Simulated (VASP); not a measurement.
# Si5F (P6/mmm) in VASP: notebook

Si5F is run at these levels: PBE; tasks: single point, relaxation of cell and atoms.

All numbers are computed with VASP 6.6.1; they aren't measurements. Logs are shortened: lines on timing, memory, paths and dates and some standing lists are left out, and cuts for length are marked.

### Step 1. The cell of the first run

It takes space group P6/mmm (No. 191, hexagonal). Conventional cell: a = 4.347 Å, b = 4.347 Å, c = 5.138 Å, α = 90.00°, β = 90.00°, γ = 120.00°. Within 3.3 Å of Si (site symmetry 3m) lie 8 Si at 2.46 to 2.84 Å and 3 F at 2.80 Å. Si (site symmetry 6/mmm) has 2 F at 2.57 Å and 12 Si at 2.84 Å within 3.4 Å. F (site symmetry 6/mmm) has 14 Si at 2.57 to 2.80 Å within 3.4 Å.

The cell was generated, and may not be a known phase.

### Step 2. Single point, PBE, collinear spin

The input, INCAR:

```
PREC     = Accurate       # precision mode
ENCUT    = 520            # plane-wave cutoff, eV
EDIFF    = 1E-7           # SCF threshold, eV
ISMEAR   = 0              # smearing method
SIGMA    = 0.1            # smearing width, eV
LREAL    = F              # projectors in reciprocal space
LASPH    = T              # aspherical terms in the spheres
NELM     = 150            # most SCF steps
ALGO     = Normal         # electronic algorithm
ISIF     = 2              # what is computed and relaxed
LWAVE    = F              # write WAVECAR
LCHARG   = F              # write CHGCAR
ISPIN    = 2              # spin polarisation
MAGMOM   = 0 0 0 0 0 1    # initial moments
LORBIT   = 11             # projections on sites
GGA      = PE             # functional
NBANDS   = 26             # bands
```

The input, KPOINTS:

```
Automatic mesh
0
Gamma
  6 6 4
```

The input, POSCAR:

```
Si5F
1.0
    4.3470077813      0.0000000000      0.0000000000
   -2.1735038907      3.7646191691      0.0000000000
    0.0000000000      0.0000000000      5.1382211077
Si F
5 1
Direct
    0.3333333333      0.6666666667      0.2604210333
    0.6666666667      0.3333333333      0.2604210333
    0.6666666667      0.3333333333      0.7395789667
    0.3333333333      0.6666666667      0.7395789667
    0.0000000000      0.0000000000      0.0000000000
    0.0000000000      0.0000000000      0.5000000000
```

Potentials or basis: VASP PAW PBE potentials, release 64 (Si, F).

Command:

```sh
> cat potpaw_PBE.64/Si/POTCAR potpaw_PBE.64/F/POTCAR > POTCAR
> mpirun -np 1 vasp_std > vasp.out
```

OUTCAR:

```text
PREC = Accurate
   ENCUT = 520
   EDIFF = 1E-7
   ISMEAR = 0
   LREAL = F
   LASPH = T
   NELM = 150
   ISIF = 2
   ISPIN = 2
   LORBIT = 11
   GGA = PE

 ion  position               nearest neighbor table
   1  0.333  0.667  0.260-   4 2.46   2 2.51   2 2.51   2 2.51   4 2.68   5 2.84   5 2.84   5 2.84

   2  0.667  0.333  0.260-   3 2.46   1 2.51   1 2.51   1 2.51   3 2.68   5 2.84   5 2.84   5 2.84

   3  0.667  0.333  0.740-   2 2.46   4 2.51   4 2.51   4 2.51   2 2.68   5 2.84   5 2.84   5 2.84

   4  0.333  0.667  0.740-   1 2.46   3 2.51   3 2.51   3 2.51   1 2.68   5 2.84   5 2.84   5 2.84

   5  0.000  0.000  0.000-   1 2.84   2 2.84   3 2.84   4 2.84   2 2.84   3 2.84   1 2.84   4 2.84
                             2 2.84   3 2.84   1 2.84   4 2.84
   6  0.000  0.000  0.500-

  LATTYP: Found a hexagonal cell.
 ALAT       =     4.3470077813
 C/A-ratio  =     1.1820133219

  Lattice vectors:

 A1 = (   4.3470077813,   0.0000000000,   0.0000000000)
 A2 = (  -2.1735038907,   3.7646191691,   0.0000000000)
 A3 = (   0.0000000000,   0.0000000000,   5.1382211077)

Analysis of symmetry for initial positions (statically):
=====================================================================
 Subroutine PRICEL returns:
 Original cell was already a primitive cell.

 Routine SETGRP: Setting up the symmetry group for a
 hexagonal supercell.

 Subroutine GETGRP returns: Found 24 space group operations
 (whereof 24 operations were pure point group operations)
 out of a pool of 24 trial point group operations.

The static configuration has the point symmetry D_6h.

Analysis of symmetry for dynamics (positions and initial velocities):
=====================================================================
 Subroutine PRICEL returns:
 Original cell was already a primitive cell.

 Routine SETGRP: Setting up the symmetry group for a
 hexagonal supercell.

 Subroutine GETGRP returns: Found 24 space group operations
 (whereof 24 operations were pure point group operations)
 out of a pool of 24 trial point group operations.

The dynamic configuration has the point symmetry D_6h.

Analysis of structural, dynamic, and magnetic symmetry:
=====================================================================
 Subroutine PRICEL returns:
 Original cell was already a primitive cell.

 Routine SETGRP: Setting up the symmetry group for a
 hexagonal supercell.

 Subroutine GETGRP returns: Found 24 space group operations
 (whereof 24 operations were pure point group operations)
 out of a pool of 24 trial point group operations.

The overall configuration has the point symmetry D_6h.

 Subroutine INISYM returns: Found 24 space group operations
 (whereof 24 operations are pure point group operations),
 and found     1 'primitive' translations

----------------------------------------------------------------------------------------

                                     Primitive cell

  volume of cell :      84.0861

  direct lattice vectors                    reciprocal lattice vectors
     4.347007781  0.000000000  0.000000000     0.230043297  0.132815559  0.000000000
    -2.173503891  3.764619169  0.000000000     0.000000000  0.265631118  0.000000000
     0.000000000  0.000000000  5.138221108     0.000000000  0.000000000  0.194619885

  length of vectors
     4.347007781  4.347007781  5.138221108     0.265631118  0.265631118  0.194619885

  position of ions in fractional coordinates (direct lattice)
     0.333333333  0.666666667  0.260421033
     0.666666667  0.333333333  0.260421033
     0.666666667  0.333333333  0.739578967
     0.333333333  0.666666667  0.739578967
     0.000000000  0.000000000  0.000000000
     0.000000000  0.000000000  0.500000000

  ion indices of the primitive-cell ions
   primitive index   ion index
                 1           1
                 2           2
                 3           3
                 4           4
                 5           5
                 6           6

----------------------------------------------------------------------------------------

 KPOINTS: Automatic mesh

Automatic generation of k-mesh.
 Grid dimensions read from file:
 generate k-points for:    6    6    4

 Generating k-lattice:

  Cartesian coordinates                     Fractional coordinates (reciprocal lattice)
     0.038340549  0.022135927  0.000000000     0.166666667  0.000000000  0.000000000
     0.000000000  0.044271853  0.000000000     0.000000000  0.166666667  0.000000000
     0.000000000  0.000000000  0.048654971     0.000000000  0.000000000  0.250000000

  Length of vectors
     0.044271853  0.044271853  0.048654971

  Shift w.r.t. Gamma in fractional coordinates (k-lattice)
     0.000000000  0.000000000  0.000000000

 Subroutine IBZKPT returns following result:
 ===========================================

 Found     21 irreducible k-points:

 Following reciprocal coordinates:
            Coordinates               Weight
[... 70 lines left out ...]
  ---------------------------------------------------
  ext. energy  EPLUGINS =         0.00000000
  ---------------------------------------------------
  free energy    TOTEN  =       -28.83685021 eV

  energy without entropy =      -28.83428478  energy(sigma->0) =      -28.83556749

 E-fermi :   8.6149     XC(G=0): -10.9763

 val. band max:        8.5132805122   @ k =   0.3333   0.3333   0.5000
 cond. band min:       8.7102375744   @ k =   0.5000   0.0000   0.2500
 fundamental gap:      0.1969570622
 Fermi energy:         8.6149472525

 spin component 1

 k-point     1 :       0.0000    0.0000    0.0000
  band No.  band energies     occupation
      1     -14.3424      1.00000
      2      -4.4648      1.00000
      3      -0.3938      1.00000
      4       1.3300      1.00000
      5       3.3327      1.00000
      6       3.3327      1.00000
[... 17 lines left out ...]
     24      15.3252      0.00000
     25      15.7554      0.00000

 k-point     2 :       0.1667    0.0000    0.0000
  band No.  band energies     occupation
      1     -14.3331      1.00000
      2      -4.2384      1.00000
      3      -0.1302      1.00000
      4       1.0603      1.00000
      5       2.0984      1.00000
      6       2.8364      1.00000
[... 524 lines left out ...]
 k-point    21 :       0.3333    0.3333    0.5000
  band No.  band energies     occupation
      1     -14.2956      1.00000
      2      -0.7424      1.00000
      3      -0.7178      1.00000
      4      -0.7178      1.00000
      5      -0.7091      1.00000
      6      -0.7091      1.00000
[... 17 lines left out ...]
     24      17.0760      0.00000
     25      17.5884      0.00000
 Fermi energy:         8.6149472525

 spin component 2

 k-point     1 :       0.0000    0.0000    0.0000
  band No.  band energies     occupation
      1     -14.3424      1.00000
      2      -4.4648      1.00000
      3      -0.3938      1.00000
      4       1.3300      1.00000
      5       3.3327      1.00000
      6       3.3327      1.00000
[... 17 lines left out ...]
     24      15.3252      0.00000
     25      15.7554      0.00000

 k-point     2 :       0.1667    0.0000    0.0000
  band No.  band energies     occupation
      1     -14.3331      1.00000
      2      -4.2384      1.00000
      3      -0.1302      1.00000
      4       1.0603      1.00000
      5       2.0984      1.00000
      6       2.8364      1.00000
[... 524 lines left out ...]
 k-point    21 :       0.3333    0.3333    0.5000
  band No.  band energies     occupation
      1     -14.2956      1.00000
      2      -0.7424      1.00000
      3      -0.7178      1.00000
      4      -0.7178      1.00000
      5      -0.7091      1.00000
      6      -0.7091      1.00000
[... 17 lines left out ...]
     24      17.0760      0.00000
     25      17.5884      0.00000
 [bands above 25 left out]

------------------------ aborting loop because EDIFF is reached ----------------------------------------

  FORCE on cell =-STRESS in cart. coord.  units (eV):
  Direction    XX          YY          ZZ          XY          YZ          ZX
  --------------------------------------------------------------------------------------
  -------------------------------------------------------------------------------------
  Total       -0.0558870     -0.0558870     -0.0194839      0.0000000      0.0000000     -0.0000000
  in kB       -1.0648710     -1.0648710     -0.3712456      0.0000000      0.0000000     -0.0000000
  external PRESSURE =      -0.8336625 kB  Pullay stress =       0.0000000 kB

 VOLUME and BASIS-vectors are now :
 -----------------------------------------------------------------------------
  energy-cutoff  :      520.00
  volume of cell :       84.09
      direct lattice vectors                 reciprocal lattice vectors
     4.347007781  0.000000000  0.000000000     0.230043297  0.132815559  0.000000000
    -2.173503891  3.764619169  0.000000000     0.000000000  0.265631118  0.000000000
     0.000000000  0.000000000  5.138221108     0.000000000  0.000000000  0.194619885

 POSITION                                       TOTAL-FORCE (eV/Angst)
 -----------------------------------------------------------------------------------
     -0.00000      2.50975      1.33810        -0.000000      0.000000     -0.011014
      2.17350      1.25487      1.33810        -0.000000     -0.000000     -0.011014
      2.17350      1.25487      3.80012         0.000000     -0.000000      0.011014
     -0.00000      2.50975      3.80012         0.000000      0.000000      0.011014
      0.00000      0.00000      0.00000         0.000000     -0.000000      0.000000
      0.00000      0.00000      2.56911         0.000000     -0.000000      0.000000
 -----------------------------------------------------------------------------------
    total drift:                                0.000000     -0.000000      0.000000

  FREE ENERGIE OF THE ION-ELECTRON SYSTEM (eV)
  ---------------------------------------------------
  free  energy   TOTEN  =       -28.8368502118 eV

  energy  without entropy=      -28.8342847767  energy(sigma->0) =      -28.83556749

 total charge

# of ion       s       p       d       tot
------------------------------------------
    1        0.798   0.790   0.000   1.588
    2        0.798   0.790   0.000   1.588
    3        0.798   0.790   0.000   1.588
    4        0.798   0.790   0.000   1.588
    5        0.876   0.595   0.000   1.471
    6        1.754   4.285   0.000   6.039
--------------------------------------------------
tot          5.824   8.040   0.000  13.864

 magnetization (x)

# of ion       s       p       d       tot
------------------------------------------
    1       -0.000  -0.000   0.000  -0.000
    2       -0.000  -0.000   0.000  -0.000
    3       -0.000  -0.000   0.000  -0.000
    4       -0.000  -0.000   0.000  -0.000
    5        0.000   0.000   0.000   0.000
    6       -0.000  -0.000   0.000  -0.000
--------------------------------------------------
tot         -0.000  -0.000   0.000  -0.000
```

Wall time 36 s (1 thread of Intel Xeon 6975P-C (Granite Rapids), shared host); peak memory 0.24 GiB.

What came out:

| Quantity | Value |
| --- | --- |
| Free energy | -28.8369 eV |
| Pressure | -0.1 GPa |
| Largest force | 0.011 eV/Å |
| Net moment | 0.00 μB per cell |
| Valence electrons inside the program's atomic spheres | Si 1.59, 1.47 (each value once); F 6.04 |

Forces on the atoms (eV/Å):
```
Si   0.000  0.000 -0.011
Si   0.000  0.000 -0.011
Si   0.000  0.000  0.011
Si   0.000  0.000  0.011
Si   0.000  0.000  0.000
F    0.000  0.000  0.000
```

### Step 3. Single point, PBE, collinear spin

This run uses another cell than the first one, of 14.46 Å³/atom.

The input, INCAR:

```
PREC = Accurate
ENCUT = 520
EDIFF = 1E-6
ISMEAR = 0
SIGMA = 0.1
LREAL = False
LASPH = True
NELM = 150
ALGO = Normal
ISIF = 2
LWAVE = False
LCHARG = False
ISPIN = 2
MAGMOM = 0 0 0 0 0 1
LORBIT = 11
GGA = PE
NBANDS = 26
```

KPOINTS is that of step 2.

The input, POSCAR:

```
Si5F
1.0
    4.9831426900      0.0000000000      0.0000000000
   -2.4915713400      4.3155281600      0.0000000000
    0.0000000000      0.0000000000      4.0356949100
Si F
5 1
Direct
    0.3333333300      0.6666666700      0.2703516400
    0.6666666700      0.3333333300      0.2703516400
    0.6666666700      0.3333333300      0.7296483600
    0.3333333300      0.6666666700      0.7296483600
    0.0000000000      0.0000000000      0.0000000000
    0.0000000000      0.0000000000      0.5000000000
```

Potentials or basis: VASP PAW PBE potentials, release 64 (Si, F).

Command:

```sh
> cat potpaw_PBE.64/Si/POTCAR potpaw_PBE.64/F/POTCAR > POTCAR
> mpirun -np 1 vasp_std > vasp.out
```

Run time: 42 s. Hardware: 1 thread of Intel Xeon 6975P-C (Granite Rapids), shared host; peak memory 0.26 GiB.

It converged, with:

```
Free energy                                           : -22.7131 eV
Pressure                                              : 28.1 GPa
Largest force                                         : 9.336 eV/Å
Net moment                                            : 0.00 μB per cell
Valence electrons inside the program's atomic spheres : Si 1.79, 1.44 (each value once); F 6.08
```

Forces in eV/Å, atoms in the order of the input:
```
Si   0.000  0.000 -9.336
Si   0.000  0.000 -9.336
Si   0.000  0.000  9.336
Si   0.000  0.000  9.336
Si   0.000  0.000  0.000
F    0.000  0.000  0.000
```

Stress tensor (GPa, compression positive):
```
-1.75  0.00  0.00
 0.00 -1.75  0.00
 0.00  0.00 87.73
```

Levels at points of the mesh, in eV from the Fermi level:
Spin up:
```
           k point  band 11  band 12  band 13  band 14  band 15  band 16  band 17  band 18
(0.00, 0.00, 0.00)    -3.16    -2.97    -1.88    -1.88     2.76     2.87     2.87     3.77
(0.50, 0.00, 0.00)    -2.39    -1.51    -0.87    -0.27     0.51     0.81     1.87     3.14
(0.00, 0.00, 0.50)    -2.67    -2.67    -2.34    -2.34    -1.41     1.19     1.19     1.70
(0.50, 0.00, 0.50)    -2.85    -2.46     0.77     1.05     1.77     2.33     2.73     2.82
```
Spin down:
| k point | band 10 | band 11 | band 12 | band 13 | band 14 | band 15 | band 16 | band 17 | band 18 | band 19 |
| --- | --- | --- | --- | --- | --- | --- | --- | --- | --- | --- |
| (0.00, 0.00, 0.00) | -3.58 | -3.16 | -2.97 | -1.88 | -1.88 | 2.76 | 2.87 | 2.87 | 3.77 | 3.77 |
| (0.50, 0.00, 0.00) | -4.14 | -2.39 | -1.51 | -0.87 | -0.27 | 0.51 | 0.81 | 1.87 | 3.14 | 4.37 |
| (0.00, 0.00, 0.50) | -3.38 | -2.67 | -2.67 | -2.34 | -2.34 | -1.41 | 1.19 | 1.19 | 1.70 | 5.43 |
| (0.50, 0.00, 0.50) | -3.38 | -2.85 | -2.46 | 0.77 | 1.05 | 1.77 | 2.33 | 2.73 | 2.82 | 3.65 |

Caveat: the k points lie up to 0.39 Å⁻¹ apart; forces of over 1 eV/Å act on the atoms, so gaps and moduli don't describe the material at rest.

### Step 4. Relaxation of cell and atoms, PBE

The input, INCAR:

```
SYSTEM = Si5F
ALGO = Normal ; EDIFF = 1E-7
EDIFFG = -0.01 ; ENCUT = 600
GGA = PE ; IBRION = 2
ISIF = 3 ; ISMEAR = 0
LASPH = .True. ; LCHARG = .False.
LREAL = .False. ; LWAVE = .False.
NELM = 80 ; NSW = 100
PREC = Accurate ; SIGMA = 0.1
```

The input, KPOINTS:

```
k-points
0
Gamma
  12 12 8
  0 0 0
```

The input, POSCAR:

```
Si5F
1.0
    4.3470077813      0.0000000000      0.0000000000
   -2.1735038907      3.7646191691      0.0000000000
    0.0000000000      0.0000000000      5.1382211077
Si F
5 1
Direct
    0.3333333333      0.6666666667      0.2604210333
    0.6666666667      0.3333333333      0.2604210333
    0.6666666667      0.3333333333      0.7395789667
    0.3333333333      0.6666666667      0.7395789667
    0.0000000000      0.0000000000      0.0000000000
    0.0000000000      0.0000000000      0.5000000000
```

Command:

```sh
> cat potpaw_PBE.64/Si/POTCAR potpaw_PBE.64/F/POTCAR > POTCAR
> mpirun -np 1 vasp_std > vasp.out
```

It took 3.1 min on 1 thread of Intel Xeon 6975P-C (Granite Rapids), shared host; peak memory 0.31 GiB.

Results (log left out):

```yaml
Free_energy: -28.8122 eV
Relaxed_volume: 14.06 Å³/atom
Relaxed_cell: a = 4.348 Å, b = 4.348 Å, c = 5.151 Å, α = 90.00°, β = 90.00°, γ = 120.00°
Space_group_after_relaxing_to_0.1_Å: P6/mmm (No. 191)
Energy_gained_by_relaxing: 0.6 meV/atom
Ionic_steps: 5
Pressure_after_relaxing: 0.0 GPa
Band_gap_on_the_k_mesh: zero (an odd number of electrons rules out a gap without spin polarisation)
```

Forces in eV/Å, atoms in the order of the input:
```
Si   0.000  0.000 -0.002
Si   0.000  0.000 -0.002
Si   0.000  0.000  0.002
Si   0.000  0.000  0.002
Si   0.000  0.000  0.000
F    0.000  0.000  0.000
```

Stress tensor (GPa, compression positive):
```
 0.09  0.00  0.00
 0.00  0.09  0.00
 0.00  0.00 -0.07
```

Step by step:
```
step  energy change (eV)  largest force (eV/Å)  pressure (GPa)  volume (Å³)
   1              0.0000                0.1471            0.50        84.09
   2             -0.0031                0.0329           -0.26        84.62
   3             -0.0031                0.0350           -0.26        84.61
   4             -0.0035                0.0090           -0.02        84.40
   5             -0.0035                0.0023            0.03        84.34
```

Final structure:
```
CELL_PARAMETERS angstrom
4.34836 0.00000 0.00000
-2.17418 3.76579 0.00000
0.00000 0.00000 5.15063
ATOMIC_POSITIONS crystal
Si 0.33333 0.66667 0.25845
Si 0.66667 0.33333 0.25845
Si 0.66667 0.33333 0.74155
Si 0.33333 0.66667 0.74155
Si 0.00000 0.00000 0.00000
F 0.00000 0.00000 0.50000
```

Levels at points of the mesh, in eV from the Fermi level:
```tsv
k point	band 10	band 11	band 12	band 13	band 14	band 15	band 16	band 17
(0.00, 0.00, 0.00)	-3.61	-1.61	-1.53	-1.53	-0.12	-0.12	-0.01	1.99
(0.50, 0.00, 0.00)	-3.23	-2.68	-2.53	-1.42	1.49	1.52	1.81	4.04
(0.00, 0.00, 0.50)	-2.58	-2.58	-2.26	-2.26	-2.18	-2.18	-1.76	1.16
(0.50, 0.00, 0.50)	-3.18	-1.85	-1.41	0.48	0.87	1.91	3.13	3.57
```

Caveat: an odd number of electrons without spin polarisation forces a metal; a magnetic or distorted state may lie lower.

### Step 5. The runs side by side

```tsv
task	spin	cell	k mesh	cutoff (eV)	gap on the mesh (eV)	pressure (GPa)	moment (μB)	largest force (eV/Å)
single point	collinear	a = 4.347, b = 4.347, c = 5.138 Å, angles 90.0, 90.0, 120.0°, 6 atoms, atomic positions A	6 × 6 × 4	520	none	-0.1	0.00	0.01
single point	collinear	a = 4.983, b = 4.983, c = 4.036 Å, angles 90.0, 90.0, 120.0°, 6 atoms, atomic positions B	6 × 6 × 4	520	none	28.1	0.00	9.34
relaxation of cell and atoms	off	relaxed from a = 4.347, b = 4.347, c = 5.138 Å, angles 90.0, 90.0, 120.0°, 6 atoms, atomic positions A	12 × 12 × 8	600	none	0.0	-	-
```

Alike in all rows: level PBE; potentials or basis VASP PAW PBE potentials, release 64 (Si, F); smearing gaussian 0.1 eV.

Caveats: some runs use coarse meshes; forces of over 1 eV/Å act on the atoms, so gaps and moduli don't describe the material at rest (at least some runs); an odd number of electrons without spin polarisation forces a metal (at least some runs); a magnetic or distorted state may lie lower (at least some runs).

Total energies depend on the potentials used, so only differences within one code and one set of settings carry meaning.

The gap in the log of VASP goes by the Fermi energy; the results here count the filled bands.